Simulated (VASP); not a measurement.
Input of a VASP 6.6.1 run:

Contents of INCAR:

```
PREC     = Accurate       # precision mode
ENCUT    = 520            # plane-wave cutoff, eV
EDIFF    = 1E-6           # SCF threshold, eV
ISMEAR   = 1              # smearing method
SIGMA    = 0.05           # smearing width, eV
LREAL    = False          # projectors in reciprocal space
LASPH    = True           # aspherical terms in the spheres
NELM     = 80             # most SCF steps
ALGO     = Normal         # electronic algorithm
ISIF     = 2              # what is computed and relaxed
LWAVE    = False          # write WAVECAR
LCHARG   = True           # write CHGCAR
LELF     = True           # ELF
LVHAR    = True         
NBANDS   = 12             # bands
```

Contents of KPOINTS:

```
Automatic mesh
0
Gamma
  10 10 10
```

Contents of POSCAR:

```
Sc
1.0
    0.0000000000      2.2600000000      2.2600000000
    2.2600000000      0.0000000000      2.2600000000
    2.2600000000      2.2600000000      0.0000000000
Sc
1
Direct
    0.0000000000      0.0000000000      0.0000000000
```

Potentials or basis: VASP PAW LDA potentials, release 64 (Sc_sv).

Run with:

```sh
$ cat potpaw_LDA.64/Sc_sv/POTCAR > POTCAR
$ mpirun -np 1 vasp_std > vasp.out
```

**Question.** Predict the pressure.

**Answer.** -1.5 GPa.
